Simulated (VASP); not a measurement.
Runs of VASP 6.6.1 on Sb. The structure is that of space group Im-3m (No. 229), or close to it. The cells are those of the table. 

| cell | k mesh | gap on the mesh (eV) | pressure (GPa) |
| --- | --- | --- | --- |
| a = 3.519 Å, angles 109.5°, 1 atom | 13 × 13 × 13 | none | (b) |
| a = 3.388 Å, angles 109.5°, 1 atom | 13 × 13 × 13 | none | 0.3 |
| a = 3.342 Å, angles 109.5°, 1 atom | 13 × 13 × 13 | none | (a) |
| a = 3.388 Å, angles 109.5°, 1 atom | 19 × 19 × 19 | none | 0.3 |
| a = 3.476 Å, angles 109.5°, 1 atom | 13 × 13 × 13 | none | -2.6 |
| a = 3.433 Å, angles 109.5°, 1 atom | 13 × 13 × 13 | none | -1.3 |
| a = 3.247 Å, angles 109.5°, 1 atom | 13 × 13 × 13 | none | 8.2 |
| a = 3.295 Å, angles 109.5°, 1 atom | 13 × 13 × 13 | none | 5.0 |

Alike in all rows: task single point; level BLYP; potentials or basis VASP PAW PBE potentials, release 64 (Sb); no spin polarisation; cutoff (eV) 520; smearing fermi-dirac 0.1 eV.

Q: Fill in the values left out.

A: (a) 2.4; (b) -3.7.

Caveats: the PAW data sets were made with another functional, which shifts forces and pressure a little; spin-orbit coupling is left out, which moves the levels of the heavy elements.

A k mesh can miss the band edges, and the runs leave out spin-orbit coupling on Sb.

A gap of «none» marks levels without a gap at the run's occupations.
